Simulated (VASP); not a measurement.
Ge:

```
Ge
1.0
     0.00000    2.80992    2.80992
     2.80992    0.00000    2.80992
     2.80992    2.80992    0.00000
Ge
2
Direct
  0.75000 0.75000 0.75000
  0.50000 0.50000 0.50000
```

Base run:

* Program: VASP 6.6.1
* Functional: PBE
* Potentials or basis: VASP PAW PBE potentials, release 64 (Ge_d)
* Cutoff: 520 eV
* k mesh: 8 × 8 × 8
* Occupations: fermi-dirac, width 0.05 eV
* Spin: non-collinear spin, zero start, spin-orbit coupling
* Starting moments: [[0.0, 0.0, 0.0], [0.0, 0.0, 0.0]] μB

Its results: pressure 5.1 GPa; net moment 0.00 μB per cell.

Task: The run is repeated on the same cell with these changes: functional from PBE to PBEsol. What comes out?

Result: Pressure 2.0 GPa; net moment 0.00 μB per cell.

PBEsol binds more tightly than PBE, so the same cell stands under less pressure.

Caveats: the cell stands under pressure (at least some runs); the PAW data sets were made with another functional, which shifts forces and pressure a little (at least some runs).
